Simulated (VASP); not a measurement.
# MnO (Fm-3m) in VASP: settings compared

MnO is run at these levels: LDA, PBE+D4; tasks: single point.

Everything below comes from runs of VASP 6.6.1. Logs are shortened: lines on timing, memory, paths and dates and some standing lists are left out, and cuts for length are marked.

### 1 The cell of the first run

Symmetry: Fm-3m, No. 225, cubic system. Conventional cell: a = 4.506 Å, b = 4.506 Å, c = 4.506 Å, α = 90.00°, β = 90.00°, γ = 90.00°. Within 3.0 Å of Mn (site symmetry m-3m) lie 6 O at 2.25 Å. O (site symmetry m-3m) has 6 Mn at 2.25 Å within 3.0 Å.

### 2 Single point, LDA, collinear spin, ferromagnetic start (volume scaled by 1.04)

Input file INCAR:

```
ALGO = Normal ; EDIFF = 1E-6
ENCUT = 520 ; GGA = CA
ISIF = 2 ; ISMEAR = -1
ISPIN = 2 ; LASPH = T
LCHARG = F ; LMAXMIX = 4
LORBIT = 11 ; LREAL = F
LWAVE = F ; MAGMOM = 4 0
NBANDS = 20 ; NELM = 150
PREC = Accurate ; SIGMA = 0.05
```

Input file KPOINTS:

```
k-points
0
Gamma
  10 10 10
```

Input file POSCAR:

```
MnO
1.0
    0.0000000000      2.2531730023      2.2531730023
    2.2531730023      0.0000000000      2.2531730023
    2.2531730023      2.2531730023      0.0000000000
Mn O
1 1
Direct
    0.0000000000      0.0000000000      0.0000000000
    0.5000000000      0.5000000000      0.5000000000
```

Potentials or basis: VASP PAW LDA potentials, release 64 (Mn_pv, O).

On the command line:

```console
cat potpaw_LDA.64/Mn_pv/POTCAR potpaw_LDA.64/O/POTCAR > POTCAR
mpirun -np 1 vasp_std > vasp.out
```

OUTCAR:

```text
EDIFF = 1E-6
   ENCUT = 520
   GGA = CA
   ISIF = 2
   ISMEAR = -1
   ISPIN = 2
   LASPH = T
   LORBIT = 11
   LREAL = F
   NELM = 150
   PREC = Accurate

 ion  position               nearest neighbor table
   1  0.000  0.000  0.000-   2 2.25   2 2.25   2 2.25   2 2.25   2 2.25   2 2.25
   2  0.500  0.500  0.500-   1 2.25   1 2.25   1 2.25   1 2.25   1 2.25   1 2.25

  LATTYP: Found a face centered cubic cell.
 ALAT       =     4.5063460046

  Lattice vectors:

 A1 = (   0.0000000000,   2.2531730023,   2.2531730023)
 A2 = (   2.2531730023,   0.0000000000,   2.2531730023)
 A3 = (   2.2531730023,   2.2531730023,   0.0000000000)

Analysis of symmetry for initial positions (statically):
=====================================================================
 Subroutine PRICEL returns:
 Original cell was already a primitive cell.

 Routine SETGRP: Setting up the symmetry group for a
 face centered cubic supercell.

 Subroutine GETGRP returns: Found 48 space group operations
 (whereof 48 operations were pure point group operations)
 out of a pool of 48 trial point group operations.

The static configuration has the point symmetry O_h .

Analysis of symmetry for dynamics (positions and initial velocities):
=====================================================================
 Subroutine PRICEL returns:
 Original cell was already a primitive cell.

 Routine SETGRP: Setting up the symmetry group for a
 face centered cubic supercell.

 Subroutine GETGRP returns: Found 48 space group operations
 (whereof 48 operations were pure point group operations)
 out of a pool of 48 trial point group operations.

The dynamic configuration has the point symmetry O_h .

Analysis of structural, dynamic, and magnetic symmetry:
=====================================================================
 Subroutine PRICEL returns:
 Original cell was already a primitive cell.

 Routine SETGRP: Setting up the symmetry group for a
 face centered cubic supercell.

 Subroutine GETGRP returns: Found 48 space group operations
 (whereof 48 operations were pure point group operations)
 out of a pool of 48 trial point group operations.

The overall configuration has the point symmetry O_h .

 Subroutine INISYM returns: Found 48 space group operations
 (whereof 48 operations are pure point group operations),
 and found     1 'primitive' translations

----------------------------------------------------------------------------------------

                                     Primitive cell

  volume of cell :      22.8778

  direct lattice vectors                    reciprocal lattice vectors
     0.000000000  2.253173002  2.253173002    -0.221909281  0.221909281  0.221909281
     2.253173002  0.000000000  2.253173002     0.221909281 -0.221909281  0.221909281
     2.253173002  2.253173002  0.000000000     0.221909281  0.221909281 -0.221909281

  length of vectors
     3.186467818  3.186467818  3.186467818     0.384358149  0.384358149  0.384358149

  position of ions in fractional coordinates (direct lattice)
     0.000000000  0.000000000  0.000000000
     0.500000000  0.500000000  0.500000000

  ion indices of the primitive-cell ions
   primitive index   ion index
                 1           1
                 2           2

----------------------------------------------------------------------------------------

 KPOINTS: k-points

Automatic generation of k-mesh.
 Grid dimensions read from file:
 generate k-points for:   10   10   10

 Generating k-lattice:

  Cartesian coordinates                     Fractional coordinates (reciprocal lattice)
    -0.022190928  0.022190928  0.022190928     0.100000000  0.000000000  0.000000000
     0.022190928 -0.022190928  0.022190928     0.000000000  0.100000000  0.000000000
     0.022190928  0.022190928 -0.022190928     0.000000000  0.000000000  0.100000000

  Length of vectors
     0.038435815  0.038435815  0.038435815

  Shift w.r.t. Gamma in fractional coordinates (k-lattice)
     0.000000000  0.000000000  0.000000000

 Subroutine IBZKPT returns following result:
 ===========================================

 Found     47 irreducible k-points:

 Following reciprocal coordinates:
            Coordinates               Weight
  0.000000  0.000000  0.000000      1.000000
  0.100000  0.000000  0.000000      8.000000
  0.200000  0.000000  0.000000      8.000000
  0.300000  0.000000  0.000000      8.000000
  0.400000  0.000000  0.000000      8.000000
  0.500000  0.000000  0.000000      4.000000
[... 16 lines left out ...]
  0.300000  0.300000  0.000000      6.000000
  0.400000  0.300000  0.000000     24.000000
 [... further k-points ...]
   k-points           NKPTS =     47   k-points in BZ     NKDIM =     47   number of bands    NBANDS=     20
   number of dos      NEDOS =    301   number of ions     NIONS =      2
   total plane-waves  NPLWV =  13824
   dimension x,y,z NGX =    24 NGY =   24 NGZ =   24
   dimension x,y,z NGXF=    48 NGYF=   48 NGZF=   48
   ions per type =               1   1
   NGX,Y,Z   is equivalent  to a cutoff of  12.52, 12.52, 12.52 a.u.
   NGXF,Y,Z  is equivalent  to a cutoff of  25.04, 25.04, 25.04 a.u.
 SYSTEM =  unknown system
   PREC   = accura    normal or accurate (medium, high low for compatibility)
   ISTART =      0    job   : 0-new  1-cont  2-samecut
   ICHARG =      2    charge: 1-file 2-atom 10-const
   ISPIN  =      2    spin polarized calculation?
   LNONCOLLINEAR =      F non collinear calculations
   LSORBIT =      F    spin-orbit coupling
   LASPH  =      T    aspherical Exc in radial PAW
   ENCUT  =  520.0 eV  38.22 Ry    6.18 a.u.   5.92  5.92  5.92*2*pi/ulx,y,z
   NELM   =    150;   NELMIN=  2; NELMDL= -5     # of ELM steps
   EDIFF  = 0.1E-05   stopping-criterion for ELM
   LREAL  =      F    real-space projection
   EDIFFG = 0.1E-04   stopping-criterion for IOM
   NSW    =      0    number of steps for IOM
   IBRION =     -1    ionic relax: 0-MD 1-quasi-New 2-CG
   NFREE  =      0    steps in history (QN), initial steepest desc. (CG)
   ISIF   =      2    stress and relaxation
   ISYM   =      2    0-nonsym 1-usesym 2-fastsym
   POTIM  = 0.5000    time-step for ionic-motion
   TEBEG  =    0.0;   TEEND  =   0.0 temperature during run
   PSTRESS=    0.0 pullay stress
   NELECT =      19.0000    total number of electrons
   NUPDOWN=      -1.0000    fix difference up-down
   EMIN   =  10.00;   EMAX   =-10.00  energy-range for DOS
   EFERMI =   0.00;   METHOD = LEGACY
   ISMEAR =    -1;   SIGMA  =   0.05  broadening in eV -4-tet -1-fermi 0-gaus
   EFERMI_NEDOS =   21; number of points for ismear=-14 and -15
   IALGO  =     38    algorithm
   IMIX   =      4    mixing-type and parameters
     AMIX     =   0.40;   BMIX     =  1.00
     AMIX_MAG =   1.60;   BMIX_MAG =  1.00
  volume/ion in A,a.u.               =      11.44        77.19
  Fermi-wavevector in a.u.,A,eV,Ry     =   1.538821  2.907950 32.218197  2.367971
  Thomas-Fermi vector in A             =   2.645136
   LORBIT       =     11    0 simple, 1 ext, 2 COOP (PROOUT), +10 PAW based schemes
   GGA     = CA    functional components
   LHFCALC =     F    Hartree Fock is set to
   AEXX    =    0.0000 exact exchange contribution
   IVDW    =     0    specifies the selected vdW correction
   LEPSILON=     F    determine dielectric tensor
   LRPA    =     F    only Hartree local field effects (RPA)
 spin polarized calculation
  energy-cutoff  :      520.00
  volume of cell :       22.88
 maximum number of plane-waves:       636
   NGX = 11   NGY = 11   NGZ = 11

 number of electron      18.9999994 magnetization       4.6591233

 Free energy of the ion-electron system (eV)
  ---------------------------------------------------
  ext. energy  EPLUGINS =         0.00000000
  ---------------------------------------------------
  free energy    TOTEN  =       -17.48465845 eV

  energy without entropy =      -17.47343541  energy(sigma->0) =      -17.47904693

 E-fermi :   6.6674     XC(G=0): -12.1596

 val. band max:        6.6610484873   @ k =  -0.3000   0.3000   0.0000
 cond. band min:       6.6818821905   @ k =  -0.4000   0.2000   0.0000
 fundamental gap:      0.0208337032
 Fermi energy:         6.6673562609

 spin component 1

 k-point     1 :       0.0000    0.0000    0.0000
  band No.  band energies     occupation
      1     -43.0505      1.00000
      2     -43.0505      1.00000
      3     -43.0505      1.00000
      4     -12.9867      1.00000
      5       3.0633      1.00000
      6       3.0633      1.00000
[... 12 lines left out ...]
     19      25.6453      0.00000
     20      25.6453      0.00000
[... 507 lines left out ...]
 k-point    24 :       0.4000    0.3000    0.0000
  band No.  band energies     occupation
      1     -43.0914      1.00000
      2     -43.0679      1.00000
      3     -43.0663      1.00000
      4     -12.1894      1.00000
      5      -0.2012      1.00000
      6       1.6414      1.00000
[... 12 lines left out ...]
     19      30.5855      0.00000
     20      32.5403      0.00000

 [... further k-points ...]

 spin component 2

 k-point     1 :       0.0000    0.0000    0.0000
  band No.  band energies     occupation
      1     -38.8657      1.00000
      2     -38.8657      1.00000
      3     -38.8657      1.00000
      4     -12.5355      1.00000
      5       3.4935      1.00000
      6       3.4935      1.00000
[... 12 lines left out ...]
     19      27.3393      0.00000
     20      27.3393      0.00000
[... 507 lines left out ...]
 k-point    24 :       0.4000    0.3000    0.0000
  band No.  band energies     occupation
      1     -38.9174      1.00000
      2     -38.8874      1.00000
      3     -38.8853      1.00000
      4     -11.7541      1.00000
      5       0.5383      1.00000
      6       2.3844      1.00000
[... 12 lines left out ...]
     19      31.6602      0.00000
     20      33.4731      0.00000

 [... further k-points ...]

------------------------ aborting loop because EDIFF is reached ----------------------------------------

  FORCE on cell =-STRESS in cart. coord.  units (eV):
  Direction    XX          YY          ZZ          XY          YZ          ZX
  --------------------------------------------------------------------------------------
  -------------------------------------------------------------------------------------
  Total       -2.8410016     -2.8410016     -2.8410016      0.0000000      0.0000000     -0.0000000
  in kB     -198.9612228   -198.9612228   -198.9612228      0.0000000      0.0000000     -0.0000000
  external PRESSURE =    -198.9612228 kB  Pullay stress =       0.0000000 kB

 VOLUME and BASIS-vectors are now :
 -----------------------------------------------------------------------------
  energy-cutoff  :      520.00
  volume of cell :       22.88
      direct lattice vectors                 reciprocal lattice vectors
     0.000000000  2.253173002  2.253173002    -0.221909281  0.221909281  0.221909281
     2.253173002  0.000000000  2.253173002     0.221909281 -0.221909281  0.221909281
     2.253173002  2.253173002  0.000000000     0.221909281  0.221909281 -0.221909281

 POSITION                                       TOTAL-FORCE (eV/Angst)
 -----------------------------------------------------------------------------------
      0.00000      0.00000      0.00000         0.000000      0.000000     -0.000000
      2.25317      2.25317      2.25317         0.000000     -0.000000      0.000000
 -----------------------------------------------------------------------------------
    total drift:                                0.000000     -0.000000     -0.000000

  FREE ENERGIE OF THE ION-ELECTRON SYSTEM (eV)
  ---------------------------------------------------
  free  energy   TOTEN  =       -17.4846584536 eV

  energy  without entropy=      -17.4734354069  energy(sigma->0) =      -17.47904693

 total charge

# of ion       s       p       d       tot
------------------------------------------
    1        0.200   6.164   4.972  11.337
    2        1.549   3.362   0.000   4.911
--------------------------------------------------
tot          1.750   9.526   4.972  16.248

 magnetization (x)

# of ion       s       p       d       tot
------------------------------------------
    1        0.029   0.020   4.168   4.217
    2        0.028   0.166   0.000   0.193
--------------------------------------------------
tot          0.057   0.185   4.168   4.410
```

It took 79 s on 1 thread of Intel Xeon 6975P-C, shared host; peak memory 0.12 GiB.

Results:

```yaml
Free_energy: -17.4847 eV
Pressure: -19.9 GPa
Net_moment: 4.66 μB per cell
Site_moments: Mn +4.22; O +0.19 μB
Valence_electrons_inside_the_program's_atomic_spheres: Mn 11.34; O 4.91
```

Caveat: the cell differs from its parent crystal (volume scaled by 1.04); a cell with one magnetic atom can't hold antiferromagnetic order, which such compounds often take; semilocal functionals often make such compounds metallic where correlation or magnetic order opens a gap, which also shifts bond lengths.

### 3 Single point, LDA, collinear spin, ferromagnetic start (volume scaled by 1.06)

Input file INCAR:

```
SYSTEM = MnO
ALGO = Normal ; EDIFF = 1E-7
ENCUT = 520 ; GGA = CA
ISIF = 2 ; ISMEAR = -1
ISPIN = 2 ; LASPH = .True.
LCHARG = .False. ; LMAXMIX = 4
LORBIT = 11 ; LREAL = .False.
LWAVE = .False. ; MAGMOM = 4 0
NBANDS = 20 ; NELM = 150
PREC = Accurate ; SIGMA = 0.05
```

Input file KPOINTS:

```
k-points
0
Gamma
  10 10 10
  0 0 0
```

Input file POSCAR:

```
MnO
1.0
    0.0000000000      2.2675248097      2.2675248097
    2.2675248097      0.0000000000      2.2675248097
    2.2675248097      2.2675248097      0.0000000000
Mn O
1 1
Direct
    0.0000000000      0.0000000000      0.0000000000
    0.5000000000      0.5000000000      0.5000000000
```

Potentials or basis: VASP PAW LDA potentials, release 64 (Mn_pv, O).

On the command line:

```console
cat potpaw_LDA.64/Mn_pv/POTCAR potpaw_LDA.64/O/POTCAR > POTCAR
mpirun -np 1 vasp_std > vasp.out
```

It took 75 s on 1 thread of Intel Xeon 6975P-C, shared host; peak memory 0.13 GiB.

Results (log left out):

```yaml
Free_energy: -17.4296 eV
Pressure: -20.5 GPa
Net_moment: 4.73 μB per cell
Site_moments: Mn +4.27; O +0.20 μB
Valence_electrons_inside_the_program's_atomic_spheres: Mn 11.32; O 4.91
```

Levels at points of the mesh, in eV from the Fermi level:
Spin up:
```tsv
k point	band 8	band 9	band 10	band 11	band 12	band 13	band 14	band 15	band 16	band 17
(0.00, 0.00, 0.00)	-2.91	-2.91	-2.91	-2.45	-2.45	-0.59	13.87	15.85	15.85	15.85
(0.50, 0.00, 0.00)	-2.09	-2.09	-1.70	0.22	0.22	3.43	7.28	11.44	11.44	17.78
(0.50, 0.50, 0.00)	-3.82	-2.05	-1.84	-1.84	-1.77	4.67	7.52	10.18	13.00	13.00
```
Spin down:
```csv
k point,band 5,band 6,band 7,band 8,band 9,band 10
"(0.00, 0.00, 0.00)",-3.06,-3.06,-3.06,0.45,0.56,0.56
"(0.50, 0.00, 0.00)",-6.93,-4.48,-4.48,1.66,1.68,1.68
"(0.50, 0.50, 0.00)",-5.98,-3.99,-3.99,-0.85,1.70,1.85
```

Caveat: the cell differs from its parent crystal (volume scaled by 1.06); a cell with one magnetic atom can't hold antiferromagnetic order, which such compounds often take; semilocal functionals often make such compounds metallic where correlation or magnetic order opens a gap, which also shifts bond lengths.

### 4 Single point, PBE+D4, collinear spin, ferromagnetic start

This run uses another cell than the first one, of 10.62 Å³/atom, 0.928 times its volume.

Input file INCAR:

```
SYSTEM = MnO
PREC = Accurate
ENCUT = 520
EDIFF = 1E-7
ISMEAR = -1
SIGMA = 0.05
LREAL = .False.
LASPH = .True.
NELM = 150
ALGO = Normal
ISIF = 2
LWAVE = .False.
LCHARG = .False.
ISPIN = 2
MAGMOM = 4 0
LORBIT = 11
LMAXMIX = 4
GGA = PE
IVDW = 13
NBANDS = 20
```

Input file KPOINTS:

```
Automatic mesh
0
Gamma
  10 10 10
  0 0 0
```

Input file POSCAR:

```
MnO
1.0
    0.0000000000      2.1979910831      2.1979910831
    2.1979910831      0.0000000000      2.1979910831
    2.1979910831      2.1979910831      0.0000000000
Mn O
1 1
Direct
    0.0000000000      0.0000000000      0.0000000000
    0.5000000000      0.5000000000      0.5000000000
```

Potentials or basis: VASP PAW PBE potentials, release 64 (Mn_pv, O).

On the command line:

```console
cat potpaw_PBE.64/Mn_pv/POTCAR potpaw_PBE.64/O/POTCAR > POTCAR
mpirun -np 1 vasp_std > vasp.out
```

Wall time 26 s (1 thread of AMD EPYC 9R45 (Zen 5), shared host); peak memory 0.14 GiB.

Results (log left out):

```yaml
Free_energy: -17.0519 eV
Pressure: 0.2 GPa
Net_moment: 4.68 μB per cell
Site_moments: Mn +4.26; O +0.20 μB
Valence_electrons_inside_the_program's_atomic_spheres: Mn 11.39; O 4.99
Dispersion_energy_per_atom: -0.329 eV
```

Levels at points of the mesh, in eV from the Fermi level:
Spin up:
| k point | band 8 | band 9 | band 10 | band 11 | band 12 | band 13 | band 14 | band 15 | band 16 | band 17 |
| --- | --- | --- | --- | --- | --- | --- | --- | --- | --- | --- |
| (0.00, 0.00, 0.00) | -3.27 | -3.27 | -3.27 | -2.71 | -2.71 | -0.39 | 14.05 | 16.59 | 16.59 | 16.59 |
| (0.50, 0.00, 0.00) | -2.31 | -2.31 | -1.87 | 0.27 | 0.27 | 3.53 | 7.99 | 12.09 | 12.09 | 18.91 |
| (0.50, 0.50, 0.00) | -4.34 | -2.26 | -2.02 | -2.02 | -1.86 | 5.25 | 7.97 | 10.58 | 13.99 | 13.99 |
Spin down:
| k point | band 5 | band 6 | band 7 | band 8 | band 9 | band 10 |
| --- | --- | --- | --- | --- | --- | --- |
| (0.00, 0.00, 0.00) | -3.56 | -3.56 | -3.56 | 0.61 | 0.61 | 0.61 |
| (0.50, 0.00, 0.00) | -7.70 | -5.12 | -5.12 | 1.87 | 1.90 | 1.90 |
| (0.50, 0.50, 0.00) | -6.71 | -4.57 | -4.57 | -1.05 | 1.89 | 2.15 |

Caveat: a cell with one magnetic atom can't hold antiferromagnetic order, which such compounds often take; semilocal functionals often make such compounds metallic where correlation or magnetic order opens a gap, which also shifts bond lengths; pairwise dispersion overbinds metals, which lowers pressure and volume. With open d or f shells a metallic result of PBE can be an artefact of self-interaction; +U or a hybrid may open a gap.

### 5 Overview

| level | potentials or basis | cell | gap on the mesh (eV) | pressure (GPa) | moment (μB) |
| --- | --- | --- | --- | --- | --- |
| LDA | VASP PAW LDA potentials, release 64 (Mn_pv, O) | a = 3.186 Å, angles 60.0°, 2 atoms | none | -19.9 | 4.66 |
| LDA | VASP PAW LDA potentials, release 64 (Mn_pv, O) | a = 3.207 Å, angles 60.0°, 2 atoms | none | -20.5 | 4.73 |
| PBE+D4 | VASP PAW PBE potentials, release 64 (Mn_pv, O) | a = 3.108 Å, angles 60.0°, 2 atoms | none | 0.2 | 4.68 |

Alike in all rows: task single point; spin collinear, ferromagnetic start; k mesh 10 × 10 × 10; cutoff (eV) 520; smearing fermi-dirac 0.05 eV.

Caveats: a cell with one magnetic atom can't hold antiferromagnetic order, which such compounds often take; semilocal functionals often make such compounds metallic where correlation or magnetic order opens a gap, which also shifts bond lengths; pairwise dispersion overbinds metals, which lowers pressure and volume (some runs).

Absolute energies hang on the potentials; compare differences alone.
